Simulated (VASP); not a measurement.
# Au (Fm-3m) in VASP: notebook

Au is run at these levels: LDA; tasks: single point, relaxation of cell and atoms.

Program: VASP 6.6.1. These are calculated values, not measurements. Logs are shortened: lines on timing, memory, paths and dates and some standing lists are left out, and cuts for length are marked.

### Step 1. The cell of the first run

The structure is cubic, space group Fm-3m (No. 225). Conventional cell: a = 4.067 Å, b = 4.067 Å, c = 4.067 Å, α = 90.00°, β = 90.00°, γ = 90.00°. Within 3.8 Å of Au (site symmetry m-3m) lie 12 Au at 2.88 Å.

### Step 2. Single point, LDA

INCAR

```
SYSTEM = Au
  PREC = Accurate
  ENCUT = 520
  EDIFF = 1E-7
  ISMEAR = -1
  SIGMA = 0.05
  LREAL = .False.
  LASPH = .True.
  NELM = 100
  ALGO = Normal
  ISIF = 2
  LWAVE = .False.
  LCHARG = .False.
  NBANDS = 12
```

KPOINTS

```
Automatic mesh
0
Gamma
  16 16 16
  0 0 0
```

POSCAR

```
Au
1.0
    0.0000000000      2.0333125572      2.0333125572
    2.0333125572      0.0000000000      2.0333125572
    2.0333125572      2.0333125572      0.0000000000
Au
1
Direct
    0.0000000000      0.0000000000      0.0000000000
```

Potentials or basis: VASP PAW LDA potentials, release 64 (Au).

The run is started by

```console
$ cat potpaw_LDA.64/Au/POTCAR > POTCAR
$ mpirun -np 1 vasp_std > vasp.out
```

OUTCAR:

```text
SYSTEM = Au
   PREC = Accurate
   ENCUT = 520
   EDIFF = 1E-7
   ISMEAR = -1
   LREAL = .False.
   LASPH = .True.
   NELM = 100
   ISIF = 2

 ion  position               nearest neighbor table
   1  0.000  0.000  0.000-

  LATTYP: Found a face centered cubic cell.
 ALAT       =     4.0666251144

  Lattice vectors:

 A1 = (   0.0000000000,   2.0333125572,   2.0333125572)
 A2 = (   2.0333125572,   0.0000000000,   2.0333125572)
 A3 = (   2.0333125572,   2.0333125572,   0.0000000000)

Analysis of symmetry for initial positions (statically):
=====================================================================
 Subroutine PRICEL returns:
 Original cell was already a primitive cell.

 Routine SETGRP: Setting up the symmetry group for a
 face centered cubic supercell.

 Subroutine GETGRP returns: Found 48 space group operations
 (whereof 48 operations were pure point group operations)
 out of a pool of 48 trial point group operations.

The static configuration has the point symmetry O_h .

Analysis of symmetry for dynamics (positions and initial velocities):
=====================================================================
 Subroutine PRICEL returns:
 Original cell was already a primitive cell.

 Routine SETGRP: Setting up the symmetry group for a
 face centered cubic supercell.

 Subroutine GETGRP returns: Found 48 space group operations
 (whereof 48 operations were pure point group operations)
 out of a pool of 48 trial point group operations.

The dynamic configuration has the point symmetry O_h .

 Subroutine INISYM returns: Found 48 space group operations
 (whereof 48 operations are pure point group operations),
 and found     1 'primitive' translations

----------------------------------------------------------------------------------------

                                     Primitive cell

  volume of cell :      16.8129

  direct lattice vectors                    reciprocal lattice vectors
     0.000000000  2.033312557  2.033312557    -0.245904152  0.245904152  0.245904152
     2.033312557  0.000000000  2.033312557     0.245904152 -0.245904152  0.245904152
     2.033312557  2.033312557  0.000000000     0.245904152  0.245904152 -0.245904152

  length of vectors
     2.875538195  2.875538195  2.875538195     0.425918485  0.425918485  0.425918485

  position of ions in fractional coordinates (direct lattice)
     0.000000000  0.000000000  0.000000000

  ion indices of the primitive-cell ions
   primitive index   ion index
                 1           1

----------------------------------------------------------------------------------------

 KPOINTS: Automatic mesh

Automatic generation of k-mesh.
 Grid dimensions read from file:
 generate k-points for:   16   16   16

 Generating k-lattice:

  Cartesian coordinates                     Fractional coordinates (reciprocal lattice)
    -0.015369009  0.015369009  0.015369009     0.062500000  0.000000000  0.000000000
     0.015369009 -0.015369009  0.015369009     0.000000000  0.062500000  0.000000000
     0.015369009  0.015369009 -0.015369009     0.000000000  0.000000000  0.062500000

  Length of vectors
     0.026619905  0.026619905  0.026619905

  Shift w.r.t. Gamma in fractional coordinates (k-lattice)
     0.000000000  0.000000000  0.000000000

 Subroutine IBZKPT returns following result:
 ===========================================

 Found    145 irreducible k-points:

 Following reciprocal coordinates:
            Coordinates               Weight
  0.000000  0.000000  0.000000      1.000000
  0.062500  0.000000  0.000000      8.000000
  0.125000  0.000000  0.000000      8.000000
  0.187500  0.000000  0.000000      8.000000
  0.250000  0.000000  0.000000      8.000000
  0.312500  0.000000  0.000000      8.000000
[... 16 lines left out ...]
 -0.125000  0.062500  0.000000     24.000000
 -0.062500  0.062500  0.000000     12.000000
 [... further k-points ...]
   k-points           NKPTS =    145   k-points in BZ     NKDIM =    145   number of bands    NBANDS=     12
   number of dos      NEDOS =    301   number of ions     NIONS =      1
   total plane-waves  NPLWV =  13824
   dimension x,y,z NGX =    24 NGY =   24 NGZ =   24
   dimension x,y,z NGXF=    48 NGYF=   48 NGZF=   48
   ions per type =               1
   NGX,Y,Z   is equivalent  to a cutoff of  13.88, 13.88, 13.88 a.u.
   NGXF,Y,Z  is equivalent  to a cutoff of  27.75, 27.75, 27.75 a.u.
 SYSTEM =  Au
   PREC   = accura    normal or accurate (medium, high low for compatibility)
   ISTART =      0    job   : 0-new  1-cont  2-samecut
   ICHARG =      2    charge: 1-file 2-atom 10-const
   ISPIN  =      1    spin polarized calculation?
   LNONCOLLINEAR =      F non collinear calculations
   LSORBIT =      F    spin-orbit coupling
   LASPH  =      T    aspherical Exc in radial PAW
   ENCUT  =  520.0 eV  38.22 Ry    6.18 a.u.   5.35  5.35  5.35*2*pi/ulx,y,z
   NELM   =    100;   NELMIN=  2; NELMDL= -5     # of ELM steps
   EDIFF  = 0.1E-06   stopping-criterion for ELM
   LREAL  =      F    real-space projection
   EDIFFG = 0.1E-05   stopping-criterion for IOM
   NSW    =      0    number of steps for IOM
   IBRION =     -1    ionic relax: 0-MD 1-quasi-New 2-CG
   NFREE  =      0    steps in history (QN), initial steepest desc. (CG)
   ISIF   =      2    stress and relaxation
   ISYM   =      2    0-nonsym 1-usesym 2-fastsym
   POTIM  = 0.5000    time-step for ionic-motion
   TEBEG  =    0.0;   TEEND  =   0.0 temperature during run
   PSTRESS=    0.0 pullay stress
   NELECT =      11.0000    total number of electrons
   NUPDOWN=      -1.0000    fix difference up-down
   EMIN   =  10.00;   EMAX   =-10.00  energy-range for DOS
   EFERMI =   0.00;   METHOD = LEGACY
   ISMEAR =    -1;   SIGMA  =   0.05  broadening in eV -4-tet -1-fermi 0-gaus
   EFERMI_NEDOS =   21; number of points for ismear=-14 and -15
   IALGO  =     38    algorithm
   IMIX   =      4    mixing-type and parameters
     AMIX     =   0.40;   BMIX     =  1.00
     AMIX_MAG =   1.60;   BMIX_MAG =  1.00
  volume/ion in A,a.u.               =      16.81       113.46
  Fermi-wavevector in a.u.,A,eV,Ry     =   1.421210  2.685697 27.481562  2.019838
  Thomas-Fermi vector in A             =   2.542044
   LORBIT       =      0    0 simple, 1 ext, 2 COOP (PROOUT), +10 PAW based schemes
   GGA     = CA    functional components
   LHFCALC =     F    Hartree Fock is set to
   AEXX    =    0.0000 exact exchange contribution
   IVDW    =     0    specifies the selected vdW correction
   LEPSILON=     F    determine dielectric tensor
   LRPA    =     F    only Hartree local field effects (RPA)
 non-spin polarized calculation
  energy-cutoff  :      520.00
  volume of cell :       16.81
 maximum number of plane-waves:       469
 NGX is ok and might be reduce to    24
   NGX = 11   NGY = 11   NGZ = 11

 number of electron      10.9999999 magnetization

 Free energy of the ion-electron system (eV)
  ---------------------------------------------------
  ext. energy  EPLUGINS =         0.00000000
  ---------------------------------------------------
  free energy    TOTEN  =        -4.44501428 eV

  energy without entropy =       -4.44262984  energy(sigma->0) =       -4.44382206

 E-fermi :   9.4820     XC(G=0): -13.0616

 val. band max:        9.3827961893   @ k =   0.5000   0.2500   0.1250
 cond. band min:       9.4997292819   @ k =   0.5000   0.3125   0.1250
 fundamental gap:      0.1169330926
 Fermi energy:         9.4819825623

 k-point     1 :       0.0000    0.0000    0.0000
  band No.  band energies     occupation
      1      -0.5430      2.00000
      2       4.7314      2.00000
      3       4.7314      2.00000
      4       4.7314      2.00000
      5       6.3075      2.00000
      6       6.3075      2.00000
      7      23.9825      0.00000
      8      28.0150      0.00000
      9      28.0150      0.00000
     10      28.0150      0.00000
     11      33.0881      0.00000
     12      37.8148      0.00000

 k-point     2 :       0.0625    0.0000    0.0000
  band No.  band energies     occupation
      1      -0.4048      2.00000
      2       4.6852      2.00000
      3       4.7798      2.00000
      4       4.7798      2.00000
      5       6.2852      2.00000
      6       6.2852      2.00000
      7      24.1511      0.00000
      8      27.1564      0.00000
      9      28.1847      0.00000
     10      28.1847      0.00000
     11      33.8024      0.00000
     12      36.2102      0.00000

 k-point     3 :       0.1250    0.0000    0.0000
  band No.  band energies     occupation
      1      -0.0048      2.00000
      2       4.5737      2.00000
      3       4.9006      2.00000
      4       4.9006      2.00000
      5       6.2460      2.00000
      6       6.2460      2.00000
      7      24.4810      0.00000
      8      25.4808      0.00000
      9      28.6577      0.00000
     10      28.6577      0.00000
     11      33.0640      0.00000
     12      35.3626      0.00000
[... 286 lines left out ...]
 k-point    23 :      -0.1250    0.0625    0.0000
  band No.  band energies     occupation
      1       0.2961      2.00000
      2       4.4630      2.00000
      3       4.9884      2.00000
      4       5.0101      2.00000
      5       6.0699      2.00000
      6       6.4005      2.00000
      7      24.4222      0.00000
      8      25.0605      0.00000
      9      27.8476      0.00000
     10      29.6510      0.00000
     11      31.7534      0.00000
     12      34.8802      0.00000

 k-point    24 :      -0.0625    0.0625    0.0000
  band No.  band energies     occupation
      1      -0.1786      2.00000
      2       4.5958      2.00000
      3       4.8467      2.00000
      4       4.8825      2.00000
      5       6.1776      2.00000
      6       6.3332      2.00000
      7      24.4037      0.00000
      8      26.3314      0.00000
      9      27.8182      0.00000
     10      28.7699      0.00000
     11      33.6829      0.00000
     12      35.7262      0.00000

 [... further k-points ...]
[... 5 lines left out ...]
  --------------------------------------------------------------------------------------
  -------------------------------------------------------------------------------------
  Total       -0.2211710     -0.2211710     -0.2211710      0.0000000      0.0000000     -0.0000000
  in kB      -21.0763941    -21.0763941    -21.0763941      0.0000000      0.0000000     -0.0000000
  external PRESSURE =     -21.0763941 kB  Pullay stress =       0.0000000 kB

 VOLUME and BASIS-vectors are now :
 -----------------------------------------------------------------------------
  energy-cutoff  :      520.00
  volume of cell :       16.81
      direct lattice vectors                 reciprocal lattice vectors
     0.000000000  2.033312557  2.033312557    -0.245904152  0.245904152  0.245904152
     2.033312557  0.000000000  2.033312557     0.245904152 -0.245904152  0.245904152
     2.033312557  2.033312557  0.000000000     0.245904152  0.245904152 -0.245904152

 POSITION                                       TOTAL-FORCE (eV/Angst)
 -----------------------------------------------------------------------------------
      0.00000      0.00000      0.00000         0.000000      0.000000      0.000000
 -----------------------------------------------------------------------------------
    total drift:                               -0.000000      0.000000      0.000000

  FREE ENERGIE OF THE ION-ELECTRON SYSTEM (eV)
  ---------------------------------------------------
  free  energy   TOTEN  =        -4.4450142814 eV

  energy  without entropy=       -4.4426298440  energy(sigma->0) =       -4.44382206
```

It took 8.7 s on 1 thread of Intel Xeon 6975P-C (Granite Rapids), shared host; peak memory 0.14 GiB.

Results:

| Item | Value |
| --- | --- |
| Free energy | -4.4450 eV |
| Pressure | -2.1 GPa |

Caveat: spin-orbit coupling is left out, which moves the levels of the heavy elements.

### Step 3. Single point, LDA

INCAR

```
SYSTEM = Au
PREC = Accurate
ENCUT = 520
EDIFF = 1E-7
ISMEAR = -1
SIGMA = 0.05
LREAL = .FALSE.
LASPH = .TRUE.
NELM = 80
ALGO = Normal
ISIF = 2
LWAVE = .FALSE.
LCHARG = .FALSE.
NBANDS = 12
```

KPOINTS

```
regular mesh
0
G
  16 16 16
  0 0 0
```

POSCAR

```
Au
1.0
    0.0000000000      2.0334394765      2.0334394765
    2.0334394765      0.0000000000      2.0334394765
    2.0334394765      2.0334394765      0.0000000000
Au
1
Direct
    0.0000000000      0.0000000000      0.0000000000
```

Potentials or basis: VASP PAW LDA potentials, release 64 (Au).

The run is started by

```console
$ cat potpaw_LDA.64/Au/POTCAR > POTCAR
$ mpirun -np 1 vasp_std > vasp.out
```

Wall time 8.1 s (1 thread of Intel Xeon 6975P-C (Granite Rapids), shared host); peak memory 0.15 GiB.

Results (log left out):

- Free energy: -4.4450 eV
- Pressure: -2.1 GPa

Levels at points of the mesh, in eV from the Fermi level:
| k point | band 3 | band 4 | band 5 | band 6 | band 7 | band 8 | band 9 | band 10 |
| --- | --- | --- | --- | --- | --- | --- | --- | --- |
| (0.00, 0.00, 0.00) | -4.75 | -4.75 | -3.17 | -3.17 | 14.50 | 18.53 | 18.53 | 18.53 |
| (0.50, 0.00, 0.00) | -4.78 | -1.94 | -1.94 | -1.03 | 3.15 | 13.96 | 17.15 | 17.15 |
| (0.50, 0.50, 0.00) | -1.98 | -1.61 | -1.61 | 0.96 | 5.88 | 9.99 | 9.99 | 17.43 |

Caveat: spin-orbit coupling is left out, which moves the levels of the heavy elements.

### Step 4. Relaxation of cell and atoms, LDA, target pressure -2.6 GPa, at which the enthalpy is minimised

INCAR

```
PREC = Accurate ; ENCUT = 600
EDIFF = 1E-7 ; ISMEAR = -1
SIGMA = 0.05 ; LREAL = False
LASPH = True ; NELM = 100
ALGO = Normal ; ISIF = 3
LWAVE = False ; LCHARG = False
GGA = CA ; IBRION = 2
NSW = 60 ; EDIFFG = -0.005
PSTRESS = -26.0
```

KPOINTS

```
Automatic mesh
0
Gamma
  16 16 16
```

POSCAR

```
Au
1.0
    0.0000000000      2.0333125572      2.0333125572
    2.0333125572      0.0000000000      2.0333125572
    2.0333125572      2.0333125572      0.0000000000
Au
1
Direct
    0.0000000000      0.0000000000      0.0000000000
```

The run is started by

```console
$ cat potpaw_LDA.64/Au/POTCAR > POTCAR
$ mpirun -np 1 vasp_std > vasp.out
```

It took 15 s on 1 thread of Intel Xeon 6975P-C (Granite Rapids), shared host; peak memory 0.15 GiB.

The run converged. Its results:

```
Free energy                                            : -4.4441 eV
Relaxed volume                                         : 16.87 Å³/atom
Relaxed cell                                           : a = 2.879 Å, b = 2.879 Å, c = 2.879 Å, α = 60.00°, β = 60.00°, γ = 60.00°
Space group after relaxing (to 0.05 Å)                 : Fm-3m (No. 225)
Energy change on relaxing (the enthalpy is what falls) : +0.8 meV/atom
Ionic steps                                            : 3
Pressure after relaxing                                : -2.6 GPa
```

Step by step:
| step | energy change (eV) | largest force (eV/Å) | pressure (GPa) | volume (Å³) |
| --- | --- | --- | --- | --- |
| 1 | 0.0000 | 0.0000 | -2.01 | 16.81 |
| 2 | 0.0026 | 0.0000 | -3.60 | 16.96 |
| 3 | 0.0008 | 0.0000 | -2.61 | 16.87 |

Final structure:
```
CELL_PARAMETERS angstrom
0.00000 2.03552 2.03552
2.03552 0.00000 2.03552
2.03552 2.03552 0.00000
ATOMIC_POSITIONS crystal
Au 0.00000 0.00000 0.00000
```

Levels at points of the mesh, in eV from the Fermi level:
| k point | band 4 | band 5 | band 6 | band 7 | band 8 | band 9 |
| --- | --- | --- | --- | --- | --- | --- |
| (0.00, 0.00, 0.00) | -4.73 | -3.16 | -3.16 | 14.51 | 18.52 | 18.52 |
| (0.50, 0.00, 0.00) | -1.93 | -1.93 | -1.02 | 3.14 | 13.97 | 17.13 |
| (0.50, 0.50, 0.00) | -1.61 | -1.61 | 0.97 | 5.86 | 9.98 | 9.98 |

Caveat: the cell is relaxed towards a set pressure, so the enthalpy falls and the energy may rise; spin-orbit coupling is left out, which moves the levels of the heavy elements.
